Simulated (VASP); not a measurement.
# Si (a cell with a defect) in VASP: notebook, part 2 of 2

VASP 6.6.1. Earlier steps stand in the parts before.

### 3 Single point, HSE06

File POSCAR:

```
Si
1.0
   10.8655790000      0.0000000000      0.0000000000
    0.0000000000     10.8655790000      0.0000000000
    0.0000000000      0.0000000000     10.8655790000
Si
63
Direct
    0.9996350000      0.9999930000      0.9998860000
    0.9997910000      0.0000060000      0.4999200000
    0.9996920000      0.5000110000      0.0002440000
    0.0000150000      0.4999970000      0.4999600000
    0.4998240000      0.9999410000      0.0000580000
    0.4998730000      0.0000820000      0.4999520000
    0.4999140000      0.5000270000      0.9999450000
    0.1245170000      0.1248940000      0.1247950000
    0.1252780000      0.1256940000      0.6266190000
    0.1254550000      0.6266460000      0.1257110000
    0.1242710000      0.6248560000      0.6249060000
    0.6261920000      0.1258030000      0.1256930000
    0.6247480000      0.1245080000      0.6247470000
    0.6247510000      0.6248340000      0.1243710000
    0.6255590000      0.6262340000      0.6258840000
    0.2496420000      0.2499760000      0.9998630000
    0.2508330000      0.2511370000      0.4978970000
    0.2496860000      0.7501480000      0.9999830000
    0.2511440000      0.7486770000      0.5019890000
    0.7494890000      0.2502100000      0.9999610000
    0.7483310000      0.2516070000      0.5018490000
    0.7497850000      0.7499840000      0.0000130000
    0.7485500000      0.7487640000      0.4979060000
    0.3748320000      0.3751190000      0.1240400000
    0.3733080000      0.3737850000      0.6261650000
    0.3731400000      0.8744020000      0.1257350000
    0.3748750000      0.8757760000      0.6246600000
    0.8737570000      0.3734990000      0.1258440000
    0.8753580000      0.3753130000      0.6246670000
    0.8747460000      0.8752230000      0.1250020000
    0.8741420000      0.8743340000      0.6266060000
    0.2497510000      0.0002500000      0.2499830000
    0.2498040000      0.0000730000      0.7498660000
    0.2510510000      0.4979060000      0.2511000000
    0.2509610000      0.5020790000      0.7489820000
    0.7495670000      0.0001270000      0.2501140000
    0.7497140000      0.0000660000      0.7498730000
    0.7485150000      0.5022590000      0.2514800000
    0.7484300000      0.4981650000      0.7484300000
    0.3749730000      0.1244380000      0.3751160000
    0.3731980000      0.1257000000      0.8743200000
    0.3738260000      0.6257340000      0.3740360000
    0.3748370000      0.6249020000      0.8757590000
    0.8739800000      0.1257410000      0.3735240000
    0.8746660000      0.1250910000      0.8751190000
    0.8755970000      0.6249370000      0.3752560000
    0.8741180000      0.6265940000      0.8743180000
    0.9995240000      0.2499680000      0.2499060000
    0.9995360000      0.2500510000      0.7498970000
    0.9997620000      0.7500880000      0.2499940000
    0.9997960000      0.7499500000      0.7499440000
    0.4976290000      0.2514200000      0.2511450000
    0.5018030000      0.2512770000      0.7485890000
    0.5017080000      0.7485390000      0.2512370000
    0.4973530000      0.7488480000      0.7487360000
    0.1239900000      0.3749970000      0.3748730000
    0.1251640000      0.3734050000      0.8743390000
    0.1255620000      0.8743710000      0.3733460000
    0.1246340000      0.8751920000      0.8749970000
    0.6252390000      0.3744930000      0.3741010000
    0.6246010000      0.3753070000      0.8753410000
    0.6244980000      0.8755740000      0.3750860000
    0.6263160000      0.8741990000      0.8741880000
```

File INCAR.step1:

```
SYSTEM = Si
ALGO     = Normal         ! electronic algorithm
EDIFF    = 1E-5           ! SCF threshold, eV
ENCUT    = 400            ! plane-wave cutoff, eV
GGA      = PE             ! functional
GGA_COMPAT= .False.      
ISIF     = 2              ! what is computed and relaxed
ISMEAR   = -1             ! smearing method
LASPH    = .True.         ! aspherical terms in the spheres
LCHARG   = .False.        ! write CHGCAR
LREAL    = Auto         
LWAVE    = .True.         ! write WAVECAR
NBANDS   = 163            ! bands
NELECT   = 250.0        
NELM     = 120            ! most SCF steps
PREC     = Accurate       ! precision mode
SIGMA    = 0.05           ! smearing width, eV
```

File INCAR.step2:

```
SYSTEM = Si
ALGO     = Normal         ! electronic algorithm
EDIFF    = 1E-6           ! SCF threshold, eV
ENCUT    = 400            ! plane-wave cutoff, eV
GGA      = PE             ! functional
GGA_COMPAT= .False.      
HFSCREEN = 0.2079         ! screening, 1/A
ISIF     = 2              ! what is computed and relaxed
ISMEAR   = -1             ! smearing method
ISTART   = 1            
LASPH    = .True.         ! aspherical terms in the spheres
LCHARG   = .False.        ! write CHGCAR
LHFCALC  = .True.         ! exact exchange
LREAL    = Auto         
LWAVE    = .False.        ! write WAVECAR
NBANDS   = 163            ! bands
NELECT   = 250.0        
NELM     = 120            ! most SCF steps
PREC     = Accurate       ! precision mode
PRECFOCK = Fast         
SIGMA    = 0.05           ! smearing width, eV
```

File KPOINTS:

```
k-points
0
Gamma
  1 1 1
  0 0 0
```

Potentials or basis: VASP PAW PBE potentials, release 64 (Si).

Command:

```bash
> cat potpaw_PBE.64/Si/POTCAR > POTCAR
> cp INCAR.step1 INCAR
> mpirun -np 1 vasp_gam > vasp.out
> cp INCAR.step2 INCAR
> mpirun -np 1 vasp_gam > vasp.out
```

OUTCAR:

```text
SYSTEM = Si
   EDIFF = 1E-6
   ENCUT = 400
   GGA = PE
   HFSCREEN = 0.2079
   ISIF = 2
   ISMEAR = -1
   ISTART = 1
   LASPH = .True.
   LHFCALC = .True.
   LREAL = Auto
   NELECT = 250.0
   NELM = 120
   PREC = Accurate
   PRECFOCK = Fast

 ion  position               nearest neighbor table
   1  1.000  1.000  1.000-  59 2.35   8 2.35  30 2.35  45 2.35
   2  1.000  0.000  0.500-   9 2.37  44 2.37  58 2.37  31 2.37
   3  1.000  0.500  0.000-  10 2.37  57 2.37  28 2.37  47 2.37
   4  0.000  0.500  0.500-  29 2.35  11 2.35  46 2.35  56 2.35
   5  0.500  1.000  0.000-  12 2.37  26 2.37  63 2.37  41 2.37
   6  0.500  0.000  0.500-  62 2.35  27 2.35  40 2.35  13 2.35
   7  0.500  0.500  1.000-  61 2.35  14 2.35  24 2.35  43 2.35
   8  0.125  0.125  0.125-   1 2.35  32 2.35  16 2.35  48 2.35
   9  0.125  0.126  0.627-  49 2.34  33 2.34   2 2.37  17 2.38
  10  0.125  0.627  0.126-  50 2.34  18 2.34   3 2.37  34 2.38
  11  0.124  0.625  0.625-  35 2.34  19 2.34   4 2.35  51 2.35
  12  0.626  0.126  0.126-  20 2.34  36 2.34   5 2.37  52 2.38
  13  0.625  0.125  0.625-  53 2.34  21 2.34   6 2.35  37 2.35
  14  0.625  0.625  0.124-  38 2.34  54 2.34   7 2.35  22 2.35
[... 347 lines left out ...]
  band No.  band energies     occupation
      1      -7.8742      2.00000
      2      -6.7253      2.00000
      3      -6.7245      2.00000
      4      -6.7237      2.00000
      5      -6.6984      2.00000
      6      -6.6980      2.00000
[... 129 lines left out ...]
    136       7.1673      0.00000
    137       7.2038      0.00000
 [bands above 137 left out]

------------------------ aborting loop because EDIFF is reached ----------------------------------------

  FORCE on cell =-STRESS in cart. coord.  units (eV):
  Direction    XX          YY          ZZ          XY          YZ          ZX
  --------------------------------------------------------------------------------------
  -------------------------------------------------------------------------------------
  Total      -17.5805737    -17.5797685    -17.5815022      0.0583419      0.0227906     -0.0186412
  in kB      -21.9576068    -21.9566011    -21.9587665      0.0728673      0.0284648     -0.0232823
  external PRESSURE =     -21.9576581 kB  Pullay stress =       0.0000000 kB

 VOLUME and BASIS-vectors are now :
 -----------------------------------------------------------------------------
  energy-cutoff  :      400.00
  volume of cell :     1282.80
      direct lattice vectors                 reciprocal lattice vectors
    10.865579000  0.000000000  0.000000000     0.092033752  0.000000000  0.000000000
     0.000000000 10.865579000  0.000000000     0.000000000  0.092033752  0.000000000
     0.000000000  0.000000000 10.865579000     0.000000000  0.000000000  0.092033752

 POSITION                                       TOTAL-FORCE (eV/Angst)
 -----------------------------------------------------------------------------------
     10.86161     10.86550     10.86434        -0.003885      0.006289      0.003415
     10.86331      0.00007      5.43192        -0.004150     -0.004195      0.007862
     10.86223      5.43291      0.00265        -0.009203     -0.002486     -0.013691
      0.00016      5.43276      5.43235        -0.006445      0.000494     -0.000527
      5.43088     10.86494      0.00063        -0.006036      0.002815     -0.012252
      5.43141      0.00089      5.43227        -0.001916      0.000796     -0.001726
[... 55 lines left out ...]
      6.78553      9.51362      4.07553        -0.000410      0.023144      0.003643
      6.80529      9.49868      9.49856         0.038643      0.022718      0.016766
 -----------------------------------------------------------------------------------
    total drift:                                0.001357     -0.001576      0.004916

  FREE ENERGIE OF THE ION-ELECTRON SYSTEM (eV)
  ---------------------------------------------------
  free  energy   TOTEN  =      -398.1532300764 eV

  energy  without entropy=     -398.1532135785  energy(sigma->0) =     -398.15322183
```

OUTCAR.step1:

```text
SYSTEM = Si
   EDIFF = 1E-5
   ENCUT = 400
   GGA = PE
   ISIF = 2
   ISMEAR = -1
   LASPH = .True.
[... 525 lines left out ...]
      5.43141      0.00089      5.43227        -0.001138      0.000930     -0.001281
[... 55 lines left out ...]
      6.78553      9.51362      4.07553         0.005497      0.010516     -0.003422
      6.80529      9.49868      9.49856        -0.008316      0.018048      0.012619
 -----------------------------------------------------------------------------------
    total drift:                                0.001480     -0.001668      0.005193

  FREE ENERGIE OF THE ION-ELECTRON SYSTEM (eV)
  ---------------------------------------------------
  free  energy   TOTEN  =      -344.4650546657 eV

  energy  without entropy=     -344.4642935220  energy(sigma->0) =     -344.46467409
```

Run time: 28 min. Hardware: 1 thread of Intel Xeon 8259CL, shared host; peak memory 0.9 GiB.

What came out:

```
Free energy   : -398.1532 eV
Largest force : 0.215 eV/Å
```

Forces on the atoms (eV/Å):
```
Si  -0.004  0.006  0.003
Si  -0.004 -0.004  0.008
Si  -0.009 -0.002 -0.014
Si  -0.006  0.000 -0.001
Si  -0.006  0.003 -0.012
Si  -0.002  0.001 -0.002
Si  -0.008  0.002 -0.004
Si  -0.015 -0.008 -0.014
Si  -0.008 -0.014  0.034
Si  -0.013  0.043 -0.013
Si  -0.029 -0.004 -0.010
Si   0.047 -0.015 -0.012
Si  -0.015 -0.029 -0.011
Si  -0.015  0.000 -0.028
Si   0.122  0.120  0.122
Si  -0.008 -0.003  0.020
Si   0.011  0.019 -0.098
Si  -0.002 -0.001 -0.016
Si   0.005 -0.009  0.087
Si   0.009 -0.006 -0.022
Si  -0.014  0.009  0.092
Si   0.003  0.011  0.016
Si  -0.018 -0.002 -0.086
Si   0.010  0.011 -0.014
Si  -0.112 -0.118  0.120
Si  -0.038  0.007 -0.012
Si   0.005  0.028  0.000
Si   0.020 -0.037 -0.021
Si   0.028  0.004 -0.006
Si   0.015  0.013 -0.022
Si   0.008  0.014  0.029
Si   0.001  0.006 -0.004
Si  -0.009 -0.021  0.011
Si   0.008 -0.099  0.017
Si   0.006  0.085 -0.019
Si   0.009 -0.025 -0.011
Si   0.006  0.018  0.017
Si  -0.020  0.081  0.015
Si  -0.008 -0.089  0.001
Si   0.004 -0.023  0.009
Si  -0.032 -0.019  0.007
Si  -0.116  0.120 -0.120
Si   0.010 -0.005  0.034
Si   0.006 -0.011 -0.043
Si   0.015 -0.028  0.015
Si   0.025 -0.006  0.005
Si   0.010  0.031  0.012
Si   0.022 -0.009 -0.006
Si  -0.024  0.004  0.005
Si  -0.020  0.005 -0.002
Si   0.023  0.007  0.007
Si  -0.099  0.017  0.018
Si   0.085  0.011 -0.006
Si   0.092  0.001  0.010
Si  -0.072 -0.018 -0.021
Si  -0.010  0.015  0.015
Si  -0.006 -0.036  0.015
Si  -0.014  0.010 -0.035
Si  -0.014  0.011  0.010
Si   0.132 -0.122 -0.119
Si  -0.008  0.005  0.030
Si   0.000  0.023  0.004
Si   0.039  0.023  0.017
```

Caveat: the k points lie up to 0.58 Å⁻¹ apart; the cell carries a net charge on a neutralising background, which shifts energy and pressure; the cell is charged against a uniform background, so pressure and absolute levels hang on convention; the PAW data sets were made with another functional, which shifts forces and pressure a little.

### 4 Relaxation of the atoms, PBEsol

File INCAR:

```
PREC = Accurate
ENCUT = 520
EDIFF = 1E-6
ISMEAR = -1
SIGMA = 0.05
LREAL = Auto
LASPH = True
NELM = 100
ALGO = Normal
ISIF = 2
LWAVE = False
LCHARG = False
GGA = PS
IBRION = 2
NSW = 100
EDIFFG = -0.03
NELECT = 250.0
LUSENCCL = False
```

File KPOINTS:

```
regular mesh
0
Gamma
  1 1 1
```

File POSCAR:

```
Si
1.0
   10.8655790000      0.0000000000      0.0000000000
    0.0000000000     10.8655790000      0.0000000000
    0.0000000000      0.0000000000     10.8655790000
Si
63
Direct
    0.9982000000      0.0014470000      0.9991180000
    0.9986890000      0.0002270000      0.5007110000
    0.0006210000      0.5022050000      0.9939140000
    0.0006340000      0.5001100000      0.4972980000
    0.4972710000      0.0009910000      0.0008330000
    0.5028920000      0.0023760000      0.4994500000
    0.5022620000      0.4987190000      0.0003320000
    0.1256050000      0.1239130000      0.1220180000
    0.1205360000      0.1228070000      0.6228340000
    0.1245880000      0.6270240000      0.1255890000
    0.1286850000      0.6267910000      0.6297960000
    0.6269020000      0.1243000000      0.1234840000
    0.6241510000      0.1250480000      0.6243700000
    0.6231350000      0.6270610000      0.1266930000
    0.6299500000      0.6230270000      0.6255830000
    0.2480100000      0.2504880000      0.0024140000
    0.2486560000      0.2479060000      0.4979810000
    0.2480840000      0.7473470000      0.0016220000
    0.2502440000      0.7486480000      0.5015250000
    0.7516270000      0.2503790000      0.0023010000
    0.7490640000      0.2516590000      0.4992530000
    0.7471380000      0.7523540000      0.0028120000
    0.7523260000      0.7489340000      0.5011170000
    0.3740740000      0.3758130000      0.1276810000
    0.3757350000      0.3757060000      0.6252210000
    0.3714890000      0.8740100000      0.1254840000
    0.3742920000      0.8749300000      0.6221160000
    0.8727620000      0.3740140000      0.1262190000
    0.8729200000      0.3744640000      0.6261160000
    0.8753130000      0.8728740000      0.1243110000
    0.8741270000      0.8768680000      0.6233350000
    0.2516470000      0.9986270000      0.2513710000
    0.2467640000      0.0008440000      0.7481680000
    0.2504800000      0.5003420000      0.2480020000
    0.2524490000      0.5019760000      0.7504280000
    0.7460340000      0.9992120000      0.2500360000
    0.7521280000      0.0027040000      0.7514170000
    0.7495560000      0.4992440000      0.2537390000
    0.7514970000      0.4989950000      0.7495600000
    0.3750500000      0.1227210000      0.3770290000
    0.3742370000      0.1273210000      0.8732020000
    0.3782200000      0.6267430000      0.3714940000
    0.3747410000      0.6266090000      0.8749100000
    0.8724640000      0.1237280000      0.3734730000
    0.8761400000      0.1249930000      0.8729450000
    0.8733790000      0.6248630000      0.3755990000
    0.8715510000      0.6232050000      0.8752530000
    0.9995700000      0.2466250000      0.2491340000
    0.0004920000      0.2510690000      0.7493810000
    0.0014320000      0.7483760000      0.2515320000
    0.9981120000      0.7491380000      0.7501920000
    0.4994820000      0.2500810000      0.2500680000
    0.5006510000      0.2493790000      0.7497450000
    0.4990120000      0.7499600000      0.2487610000
    0.4989790000      0.7498710000      0.7495810000
    0.1248310000      0.3758550000      0.3747190000
    0.1259000000      0.3763540000      0.8754990000
    0.1240620000      0.8762570000      0.3793520000
    0.1211000000      0.8701810000      0.8750070000
    0.6249580000      0.3771180000      0.3794450000
    0.6253290000      0.3759450000      0.8740720000
    0.6245350000      0.8781030000      0.3719200000
    0.6264720000      0.8743420000      0.8713000000
```

Command:

```bash
> cat potpaw_PBE.64/Si/POTCAR > POTCAR
> mpirun -np 1 vasp_gam > vasp.out
```

It took 3.5 min on 1 × NVIDIA H100 80GB with 1 thread of Intel Xeon Platinum 8481C at 2.70GHz (Sapphire Rapids), shared host; peak memory 1.6 GiB.

Results (log left out):

```
Free energy                  : -364.3702 eV
Energy gained by relaxing    : 9.0 meV/atom
Ionic steps                  : 12
Largest force after relaxing : 0.029 eV/Å
```

Forces in eV/Å, atoms in the order of the input:
```
Si  -0.007  0.004 -0.002
Si   0.002  0.002  0.006
Si  -0.001 -0.001 -0.002
Si  -0.006  0.008  0.001
Si   0.018 -0.004  0.007
Si  -0.005  0.003 -0.004
Si  -0.008 -0.001 -0.003
Si  -0.006 -0.005 -0.003
Si   0.012 -0.001  0.008
Si  -0.007  0.003 -0.002
Si   0.002  0.002 -0.002
Si   0.015  0.001  0.008
Si   0.000  0.003  0.000
Si   0.000  0.000  0.002
Si   0.003  0.000  0.003
Si   0.007 -0.001  0.000
Si  -0.010  0.000 -0.001
Si  -0.001 -0.007 -0.003
Si  -0.002 -0.001 -0.010
Si   0.002  0.000 -0.002
Si   0.000 -0.006  0.001
Si   0.001  0.001  0.004
Si   0.005 -0.002 -0.004
Si  -0.004  0.011  0.002
Si  -0.007  0.003  0.005
Si  -0.004 -0.002  0.010
Si  -0.011 -0.002 -0.002
Si   0.005 -0.003 -0.002
Si  -0.013  0.002 -0.003
Si   0.004  0.008 -0.001
Si   0.003 -0.005  0.005
Si  -0.003  0.009  0.002
Si   0.004  0.002  0.008
Si  -0.006  0.001 -0.001
Si  -0.007  0.005 -0.006
Si   0.002 -0.005 -0.002
Si   0.001 -0.001 -0.003
Si   0.003  0.007 -0.014
Si   0.002  0.003 -0.003
Si  -0.002 -0.005  0.009
Si   0.005  0.001  0.000
Si   0.005  0.008  0.001
Si  -0.006  0.000 -0.003
Si   0.001  0.002 -0.001
Si  -0.005 -0.012  0.001
Si  -0.010  0.000  0.001
Si   0.002  0.012  0.010
Si   0.002 -0.001  0.007
Si  -0.013 -0.003 -0.002
Si   0.000 -0.003  0.008
Si   0.002  0.002  0.000
Si  -0.004 -0.005  0.000
Si  -0.005  0.000  0.007
Si   0.006  0.003 -0.007
Si   0.001 -0.003 -0.004
Si  -0.007  0.001 -0.003
Si  -0.005 -0.010 -0.003
Si   0.005  0.004 -0.003
Si   0.002  0.012  0.005
Si   0.019 -0.020 -0.008
Si   0.007  0.006 -0.008
Si   0.014 -0.009  0.005
Si   0.002 -0.009 -0.008
```

Step by step:
| step | energy change (eV) | largest force (eV/Å) | pressure (GPa) |
| --- | --- | --- | --- |
| 1 | 0.0000 | 0.9559 | -1.93 |
| 2 | -0.5056 | 0.2437 | -2.02 |
| 3 | -0.5062 | 0.2646 | -2.02 |
| 4 | -0.5425 | 0.1135 | -2.01 |
| 5 | -0.5483 | 0.0948 | -2.01 |
| 6 | -0.5574 | 0.0692 | -2.01 |
| 7 | -0.5599 | 0.0880 | -2.00 |
| 8 | -0.5642 | 0.0433 | -2.00 |
| 9 | -0.5648 | 0.0475 | -2.00 |
| 10 | -0.5667 | 0.0314 | -1.99 |
| 11 | -0.5669 | 0.0324 | -1.99 |
| 12 | -0.5679 | 0.0287 | -1.98 |

Final structure:
```xyz
63
Lattice="10.8656 0.0000 0.0000 0.0000 10.8656 0.0000 0.0000 0.0000 10.8656" Properties=species:S:1:pos:R:3 pbc="T T T"
Si    0.0009   10.8626   10.8654
Si   10.8564    0.0013    5.4280
Si   10.8579    5.4345    0.0007
Si    0.0057    5.4306    5.4329
Si    5.4213    0.0045   10.8619
Si    5.4348    0.0021    5.4339
Si    5.4365    5.4321    0.0034
Si    1.3551    1.3558    1.3583
Si    1.3580    1.3650    6.8025
Si    1.3619    6.8075    1.3633
Si    1.3522    6.7881    6.7927
Si    6.7982    1.3673    1.3625
Si    6.7913    1.3525    6.7907
Si    6.7898    6.7904    1.3553
Si    6.8024    6.8052    6.8032
Si    2.7111    2.7171    0.0007
Si    2.7294    2.7276    5.4082
Si    2.7127    8.1483   10.8620
Si    2.7288    8.1363    5.4583
Si    8.1450    2.7161    0.0001
Si    8.1312    2.7365    5.4546
Si    8.1445    8.1498    0.0002
Si    8.1318    8.1368    5.4072
Si    4.0756    4.0737    1.3485
Si    4.0624    4.0621    6.7989
Si    4.0519    9.5009    1.3618
Si    4.0776    9.5166    6.7893
Si    9.4914    4.0604    1.3680
Si    9.5182    4.0757    6.7890
Si    9.5049    9.5084    1.3560
Si    9.4943    9.5022    6.8064
Si    2.7140   10.8642    2.7183
Si    2.7081   10.8627    8.1428
Si    2.7267    5.4077    2.7256
Si    2.7355    5.4562    8.1381
Si    8.1409    0.0005    2.7116
Si    8.1499    0.0048    8.1529
Si    8.1308    5.4563    2.7406
Si    8.1314    5.4060    8.1324
Si    4.0766    1.3496    4.0745
Si    4.0464    1.3661    9.4945
Si    4.0539    6.8023    4.0592
Si    4.0807    6.7902    9.5188
Si    9.4902    1.3675    4.0541
Si    9.5115    1.3605    9.5112
Si    9.5184    6.7897    4.0793
Si    9.4919    6.8057    9.4974
Si   10.8595    2.7157    2.7132
Si    0.0025    2.7192    8.1507
Si   10.8624    8.1495    2.7144
Si   10.8583    8.1457    8.1454
Si    5.4096    2.7347    2.7336
Si    5.4507    2.7284    8.1334
Si    5.4472    8.1349    2.7286
Si    5.4113    8.1385    8.1377
Si    1.3496    4.0716    4.0722
Si    1.3645    4.0634    9.5022
Si    1.3612    9.4991    4.0590
Si    1.3515    9.5034    9.5033
Si    6.7855    4.0777    4.0781
Si    6.7856    4.0728    9.5141
Si    6.7831    9.5153    4.0720
Si    6.8051    9.5069    9.5036
```

Levels at points of the mesh, in eV from the Fermi level:
| k point | band 121 | band 122 | band 123 | band 124 | band 125 | band 126 | band 127 | band 128 | band 129 | band 130 |
| --- | --- | --- | --- | --- | --- | --- | --- | --- | --- | --- |
| (0.00, 0.00, 0.00) | -1.32 | -1.32 | -0.43 | -0.43 | -0.43 | 0.44 | 0.44 | 0.44 | 0.55 | 0.55 |

Caveat: the k points lie up to 0.58 Å⁻¹ apart; the cell carries a net charge on a neutralising background, which shifts energy and pressure; the cell is charged against a uniform background, so pressure and absolute levels hang on convention; the PAW data sets were made with another functional, which shifts forces and pressure a little.
